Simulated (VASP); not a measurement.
# MnO2 (P-3m1) in VASP: notebook

The runs below take MnO2 through single point, with PBEsol.

All numbers are computed with VASP 6.6.1; they aren't measurements. Logs are shortened: lines on timing, memory, paths and dates and some standing lists are left out, and cuts for length are marked.

**1. The cell of the first run**

The structure is trigonal, space group P-3m1 (No. 164). The conventional cell has a = 2.857 Å, b = 2.857 Å, c = 4.693 Å, α = 90.00°, β = 90.00°, γ = 120.00°. Mn (site symmetry -3m) has 6 O at 1.90 Å within 2.5 Å. O (site symmetry 3m) has 3 Mn at 1.90 Å within 2.5 Å.

**2. Single point, PBEsol, collinear spin, ferromagnetic start**

File INCAR:

```
SYSTEM = MnO2
PREC = Accurate
ENCUT = 520
EDIFF = 1E-6
ISMEAR = -1
SIGMA = 0.05
LREAL = .FALSE.
LASPH = .TRUE.
NELM = 150
ALGO = Normal
ISIF = 2
LWAVE = .FALSE.
LCHARG = .FALSE.
ISPIN = 2
MAGMOM = 4 0 0
LORBIT = 11
LMAXMIX = 4
GGA = PS
NBANDS = 24
```

File KPOINTS:

```
Automatic mesh
0
G
  9 9 5
  0 0 0
```

File POSCAR:

```
MnO2
1.0
    2.8565781804      0.0000000000      0.0000000000
   -1.4282890902      2.4738692722      0.0000000000
    0.0000000000      0.0000000000      4.6934015401
Mn O
1 2
Direct
    0.0000000000      0.0000000000      0.5000000000
    0.3333333333      0.6666666667      0.7005671084
    0.6666666667      0.3333333333      0.2994328916
```

Potentials or basis: VASP PAW PBE potentials, release 64 (Mn_pv, O).

Launch:

```
> cat potpaw_PBE.64/Mn_pv/POTCAR potpaw_PBE.64/O/POTCAR > POTCAR
> mpirun -np 1 vasp_std > vasp.out
```

OUTCAR:

```text
SYSTEM = MnO2
   PREC = Accurate
   ENCUT = 520
   EDIFF = 1E-6
   ISMEAR = -1
   LREAL = .FALSE.
   LASPH = .TRUE.
   NELM = 150
   ISIF = 2
   ISPIN = 2
   LORBIT = 11
   GGA = PS

 ion  position               nearest neighbor table
   1  0.000  0.000  0.500-   2 1.90   3 1.90   3 1.90   2 1.90   3 1.90   2 1.90
   2  0.333  0.667  0.701-   1 1.90   1 1.90   1 1.90
   3  0.667  0.333  0.299-   1 1.90   1 1.90   1 1.90

  LATTYP: Found a hexagonal cell.
 ALAT       =     2.8565781804
 C/A-ratio  =     1.6430152594

  Lattice vectors:

 A1 = (   2.8565781804,   0.0000000000,   0.0000000000)
 A2 = (  -1.4282890902,   2.4738692722,   0.0000000000)
 A3 = (   0.0000000000,   0.0000000000,   4.6934015401)

Analysis of symmetry for initial positions (statically):
=====================================================================
 Subroutine PRICEL returns:
 Original cell was already a primitive cell.

 Routine SETGRP: Setting up the symmetry group for a
 hexagonal supercell.

 Subroutine GETGRP returns: Found 12 space group operations
 (whereof 12 operations were pure point group operations)
 out of a pool of 24 trial point group operations.

The static configuration has the point symmetry D_3d.

Analysis of symmetry for dynamics (positions and initial velocities):
=====================================================================
 Subroutine PRICEL returns:
 Original cell was already a primitive cell.

 Routine SETGRP: Setting up the symmetry group for a
 hexagonal supercell.

 Subroutine GETGRP returns: Found 12 space group operations
 (whereof 12 operations were pure point group operations)
 out of a pool of 24 trial point group operations.

The dynamic configuration has the point symmetry D_3d.

Analysis of structural, dynamic, and magnetic symmetry:
=====================================================================
 Subroutine PRICEL returns:
 Original cell was already a primitive cell.

 Routine SETGRP: Setting up the symmetry group for a
 hexagonal supercell.

 Subroutine GETGRP returns: Found 12 space group operations
 (whereof 12 operations were pure point group operations)
 out of a pool of 24 trial point group operations.

The overall configuration has the point symmetry D_3d.

 Subroutine INISYM returns: Found 12 space group operations
 (whereof 12 operations are pure point group operations),
 and found     1 'primitive' translations

[... 120 lines left out ...]
   LORBIT       =     11    0 simple, 1 ext, 2 COOP (PROOUT), +10 PAW based schemes
   GGA     = PS    functional components
   LHFCALC =     F    Hartree Fock is set to
   AEXX    =    0.0000 exact exchange contribution
   IVDW    =     0    specifies the selected vdW correction
   LEPSILON=     F    determine dielectric tensor
   LRPA    =     F    only Hartree local field effects (RPA)
 spin polarized calculation
  energy-cutoff  :      520.00
  volume of cell :       33.17
 maximum number of plane-waves:       912
 NGX is ok and might be reduce to    24
   NGX = 11   NGY = 11   NGZ = 17

 number of electron      24.9999985 magnetization       2.9998916

 Free energy of the ion-electron system (eV)
  ---------------------------------------------------
  ext. energy  EPLUGINS =         0.00000000
  ---------------------------------------------------
  free energy    TOTEN  =       -25.05528932 eV

  energy without entropy =      -25.05526635  energy(sigma->0) =      -25.05527784

 E-fermi :   3.3533     XC(G=0): -10.8848

 val. band max:        2.9941737101   @ k =   0.0000   0.1111   0.4000
 cond. band min:       3.6941724983   @ k =   0.0000   0.0000   0.4000
 fundamental gap:      0.6999987882
 Fermi energy:         3.3532554353

 spin component 1

 k-point     1 :       0.0000    0.0000    0.0000
  band No.  band energies     occupation
      1     -47.2088      1.00000
      2     -47.2088      1.00000
      3     -47.1926      1.00000
      4     -16.6839      1.00000
      5     -14.2962      1.00000
      6      -3.3579      1.00000
[... 637 lines left out ...]
     23      23.9943      0.00000
     24      24.7351      0.00000

 [... further k-points ...]

 spin component 2

 k-point     1 :       0.0000    0.0000    0.0000
  band No.  band energies     occupation
      1     -44.1806      1.00000
      2     -44.1806      1.00000
      3     -44.0075      1.00000
      4     -16.5100      1.00000
      5     -14.1689      1.00000
      6      -2.5077      1.00000
[... 637 lines left out ...]
     23      24.3683      0.00000
     24      25.5108      0.00000

 [... further k-points ...]

------------------------ aborting loop because EDIFF is reached ----------------------------------------

  FORCE on cell =-STRESS in cart. coord.  units (eV):
  Direction    XX          YY          ZZ          XY          YZ          ZX
  --------------------------------------------------------------------------------------
  -------------------------------------------------------------------------------------
  Total       -0.1855266     -0.1855266      0.2150630      0.0000000      0.0000000      0.0000000
  in kB       -8.9620266     -8.9620266     10.3888060      0.0000000      0.0000000      0.0000000
  external PRESSURE =      -2.5117491 kB  Pullay stress =       0.0000000 kB

 VOLUME and BASIS-vectors are now :
 -----------------------------------------------------------------------------
  energy-cutoff  :      520.00
  volume of cell :       33.17
      direct lattice vectors                 reciprocal lattice vectors
     2.856578180  0.000000000  0.000000000     0.350069187  0.202112539  0.000000000
    -1.428289090  2.473869272  0.000000000     0.000000000  0.404225078  0.000000000
     0.000000000  0.000000000  4.693401540     0.000000000  0.000000000  0.213065085

 POSITION                                       TOTAL-FORCE (eV/Angst)
 -----------------------------------------------------------------------------------
      0.00000      0.00000      2.34670         0.000000      0.000000      0.000000
     -0.00000      1.64925      3.28804         0.000000      0.000000      0.083602
      1.42829      0.82462      1.40536        -0.000000      0.000000     -0.083602
 -----------------------------------------------------------------------------------
    total drift:                                0.000000      0.000000     -0.000000

  FREE ENERGIE OF THE ION-ELECTRON SYSTEM (eV)
  ---------------------------------------------------
  free  energy   TOTEN  =       -25.0552893223 eV

  energy  without entropy=      -25.0552663533  energy(sigma->0) =      -25.05527784

 total charge

# of ion       s       p       d       tot
------------------------------------------
    1        0.363   6.481   4.940  11.784
    2        1.577   3.402   0.000   4.979
    3        1.577   3.402   0.000   4.979
--------------------------------------------------
tot          3.517  13.285   4.940  21.743

 magnetization (x)

# of ion       s       p       d       tot
------------------------------------------
    1        0.031   0.040   2.762   2.833
    2        0.004   0.039   0.000   0.042
    3        0.004   0.039   0.000   0.042
--------------------------------------------------
tot          0.038   0.118   2.762   2.918
```

OSZICAR:

```text
N       E                     dE             d eps       ncg     rms          rms(c)
DAV:   1     0.247045096856E+03    0.24705E+03   -0.14096E+04  4832   0.119E+03
DAV:   2    -0.176634560567E+02   -0.26471E+03   -0.24890E+03  5224   0.363E+02
DAV:   3    -0.321211216651E+02   -0.14458E+02   -0.14378E+02  5544   0.916E+01
DAV:   4    -0.322500800652E+02   -0.12896E+00   -0.12895E+00  5224   0.908E+00
DAV:   5    -0.322515130828E+02   -0.14330E-02   -0.14330E-02  5808   0.912E-01    0.317E+01
DAV:   6    -0.310794439797E+02    0.11721E+01   -0.85095E+01  5704   0.748E+01    0.390E+01
DAV:   7    -0.261938156193E+02    0.48856E+01   -0.10080E+02  5512   0.762E+01    0.151E+01
DAV:   8    -0.252336151513E+02    0.96020E+00   -0.28154E+00  5112   0.154E+01    0.607E+00
DAV:   9    -0.250488224398E+02    0.18479E+00   -0.92493E-01  6624   0.898E+00    0.225E+00
DAV:  10    -0.250579795233E+02   -0.91571E-02   -0.91947E-02  5240   0.199E+00    0.120E+00
DAV:  11    -0.250550894572E+02    0.28901E-02   -0.76358E-03  5096   0.643E-01    0.430E-01
DAV:  12    -0.250553563020E+02   -0.26684E-03   -0.86033E-04  5056   0.291E-01    0.154E-01
DAV:  13    -0.250552741634E+02    0.82139E-04   -0.58162E-04  5640   0.257E-01    0.403E-02
DAV:  14    -0.250552860533E+02   -0.11890E-04   -0.98266E-05  5200   0.880E-02    0.283E-02
DAV:  15    -0.250552884091E+02   -0.23558E-05   -0.82561E-06  4832   0.285E-02    0.147E-02
DAV:  16    -0.250552893223E+02   -0.91325E-06   -0.41916E-06  4144   0.222E-02
   1 F= -.25055289E+02 E0= -.25055278E+02  d E =-.229690E-04  mag=     2.9999
```

Wall time 1.7 min (1 thread of Intel Xeon Platinum 8259CL at 2.50GHz (Skylake/Cascade Lake), shared host); peak memory 0.2 GiB.

Results:

```yaml
Free_energy: -25.0553 eV
Pressure: -0.3 GPa
Largest_force: 0.084 eV/Å
Band_gap_on_the_k_mesh: 0.70 eV, indirect (least direct gap 0.76 eV)
Net_moment: 3.00 μB per cell
Site_moments: Mn +2.83; O +0.04 μB
Valence_electrons_inside_the_program's_atomic_spheres: Mn 11.78; O 4.98
```

Forces on the atoms (eV/Å):
```
Mn   0.000  0.000  0.000
O    0.000  0.000  0.084
O    0.000  0.000 -0.084
```

Levels at points of the mesh, in eV from the valence-band top:
Spin up:
| k point | band 12 | band 13 | band 14 | band 15 | band 16 | band 17 |
| --- | --- | --- | --- | --- | --- | --- |
| (0.00, 0.00, 0.00) | -1.49 | -1.32 | -0.33 | 2.86 | 2.86 | 6.91 |
Spin down:
```
           k point  band 9  band 10  band 11  band 12  band 13  band 14
(0.00, 0.00, 0.00)   -1.40    -1.40    -1.14     0.71     0.71     2.37
```

Caveat: the PAW data sets were made with another functional, which shifts forces and pressure a little; a cell with one magnetic atom can't hold antiferromagnetic order, which such compounds often take.

**3. Single point, PBEsol, collinear spin, ferromagnetic start**

This run uses another cell than the first one, of 11.27 Å³/atom, 1.020 times its volume.

File INCAR:

```
SYSTEM = MnO2
PREC = Accurate ; ENCUT = 520
EDIFF = 1E-6 ; ISMEAR = -1
SIGMA = 0.05 ; LREAL = .FALSE.
LASPH = .TRUE. ; NELM = 150
ALGO = Normal ; ISIF = 2
LWAVE = .FALSE. ; LCHARG = .FALSE.
ISPIN = 2 ; MAGMOM = 4 0 0
LORBIT = 11 ; LMAXMIX = 4
GGA = PS ; NBANDS = 24
```

KPOINTS is that of step 2.

File POSCAR:

```
MnO2
1.0
    2.8565781804      0.0000000000      0.0000000000
   -1.4282890902      2.4738692722      0.0000000000
    0.0000000000      0.0000000000      4.7854290213
Mn O
1 2
Direct
    0.0000000000      0.0000000000      0.5000000000
    0.3333333333      0.6666666667      0.6967635751
    0.6666666667      0.3333333333      0.3032364249
```

Potentials or basis: VASP PAW PBE potentials, release 64 (Mn_pv, O).

Launch:

```
> cat potpaw_PBE.64/Mn_pv/POTCAR potpaw_PBE.64/O/POTCAR > POTCAR
> mpirun -np 1 vasp_std > vasp.out
```

Wall time 92 s (1 thread of Intel Xeon Platinum 8259CL at 2.50GHz (Skylake/Cascade Lake), shared host); peak memory 0.2 GiB.

The run converged. Its results:

```
Free energy                                           : -25.0573 eV
Pressure                                              : -0.3 GPa
Largest force                                         : 0.086 eV/Å
Band gap on the k mesh                                : 0.72 eV, indirect (least direct gap 0.77 eV)
Net moment                                            : 3.00 μB per cell
Site moments                                          : Mn +2.83; O +0.04 μB
Valence electrons inside the program's atomic spheres : Mn 11.78; O 4.98
```

Forces on the atoms (eV/Å):
```
Mn   0.000  0.000  0.000
O    0.000  0.000  0.086
O    0.000  0.000 -0.086
```

Stress tensor (GPa, compression positive):
```
-0.90  0.00  0.00
 0.00 -0.90  0.00
 0.00  0.00  0.89
```

Levels at points of the mesh, in eV from the valence-band top:
Spin up:
```csv
k point,band 10,band 11,band 12,band 13,band 14,band 15,band 16,band 17,band 18,band 19
"(0.00, 0.00, 0.00)",-2.40,-1.47,-1.47,-1.37,-0.30,2.88,2.88,6.88,10.18,13.95
```
Spin down:
| k point | band 7 | band 8 | band 9 | band 10 | band 11 | band 12 | band 13 | band 14 | band 15 | band 16 |
| --- | --- | --- | --- | --- | --- | --- | --- | --- | --- | --- |
| (0.00, 0.00, 0.00) | -5.15 | -5.15 | -1.39 | -1.39 | -1.19 | 0.72 | 0.72 | 2.39 | 4.25 | 4.25 |

Caveat: the PAW data sets were made with another functional, which shifts forces and pressure a little; a cell with one magnetic atom can't hold antiferromagnetic order, which such compounds often take. A k mesh can miss the band edges.
